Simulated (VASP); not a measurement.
# CuO: single point with PBE

Crystal: CuO.

```
Cu O
1.0
     2.16885   -2.17520    0.16997
     2.16885    2.17520    0.16997
    -0.40723    0.00000    5.18958
Cu O
2 2
Direct
  0.00000 0.50000 0.00000
  0.50000 0.00000 0.50000
  0.50001 0.49999 0.25000
  0.49999 0.50001 0.75000
```

This cell differs from its parent crystal: volume scaled by 1.100.

* Program: VASP 6.6.1
* Task: single point
* Functional: PBE
* Potentials or basis: VASP PAW PBE potentials, release 64 (Cu, O)
* Cutoff: 520 eV
* k mesh: 12 × 12 × 8
* Occupations: gaussian, width 0.05 eV
* Spin: collinear spin, ferromagnetic start
* Starting moments: [0.05, 0.05, 0.0, 0.0] μB

```
Pressure                                              : -10.1 GPa
Band gap on the k mesh                                : zero (filled and empty bands overlap)
Net moment                                            : 0.00 μB per cell
Valence electrons inside the program's atomic spheres : Cu 9.79; O 4.90
```

Stress tensor (GPa, compression positive):
```
-10.20   0.00  -0.01
  0.00 -10.20   0.00
 -0.01   0.00 -10.02
```

Levels at points of the mesh, in eV from the Fermi level:
Spin up:
| k point | band 13 | band 14 | band 15 | band 16 | band 17 | band 18 | band 19 | band 20 | band 21 | band 22 |
| --- | --- | --- | --- | --- | --- | --- | --- | --- | --- | --- |
| (0.00, 0.00, 0.00) | -2.12 | -2.03 | -1.87 | -1.61 | 0.63 | 0.63 | 1.16 | 5.95 | 6.92 | 12.42 |
| (0.50, 0.00, 0.00) | -2.09 | -1.66 | -1.42 | -1.34 | 0.20 | 0.46 | 4.07 | 5.46 | 5.90 | 10.43 |
| (0.50, 0.50, 0.00) | -2.14 | -2.09 | -1.56 | -1.12 | -1.12 | 0.99 | 2.38 | 7.27 | 9.11 | 9.11 |
| (0.00, 0.00, 0.50) | -1.97 | -1.97 | -1.41 | -1.41 | 0.14 | 0.14 | 3.20 | 3.20 | 11.28 | 11.28 |
| (0.50, 0.00, 0.50) | -2.14 | -2.07 | -1.81 | -1.67 | -0.26 | 0.62 | 4.45 | 5.54 | 7.75 | 7.96 |
| (0.50, 0.50, 0.50) | -1.62 | -1.62 | -1.32 | -1.32 | -0.56 | -0.56 | 4.15 | 4.15 | 9.42 | 9.42 |
Spin down:
| k point | band 13 | band 14 | band 15 | band 16 | band 17 | band 18 | band 19 | band 20 | band 21 | band 22 |
| --- | --- | --- | --- | --- | --- | --- | --- | --- | --- | --- |
| (0.00, 0.00, 0.00) | -2.12 | -2.03 | -1.86 | -1.61 | 0.63 | 0.63 | 1.16 | 5.95 | 6.92 | 12.43 |
| (0.50, 0.00, 0.00) | -2.09 | -1.66 | -1.42 | -1.34 | 0.20 | 0.47 | 4.07 | 5.46 | 5.90 | 10.43 |
| (0.50, 0.50, 0.00) | -2.14 | -2.09 | -1.56 | -1.12 | -1.12 | 0.99 | 2.38 | 7.27 | 9.11 | 9.11 |
| (0.00, 0.00, 0.50) | -1.97 | -1.97 | -1.41 | -1.41 | 0.14 | 0.14 | 3.20 | 3.20 | 11.28 | 11.28 |
| (0.50, 0.00, 0.50) | -2.14 | -2.07 | -1.81 | -1.67 | -0.26 | 0.63 | 4.45 | 5.54 | 7.75 | 7.96 |
| (0.50, 0.50, 0.50) | -1.62 | -1.62 | -1.32 | -1.32 | -0.56 | -0.56 | 4.15 | 4.15 | 9.42 | 9.42 |

Wall time 120 s on 4 MPI ranks on Intel(R) Xeon(R) Platinum 8375C CPU @ 2.90GHz (Ice Lake), with other jobs on the host, peak memory 0.65 GiB a rank.

Caveat: semilocal functionals often make such compounds metallic where correlation or magnetic order opens a gap, which also shifts bond lengths.
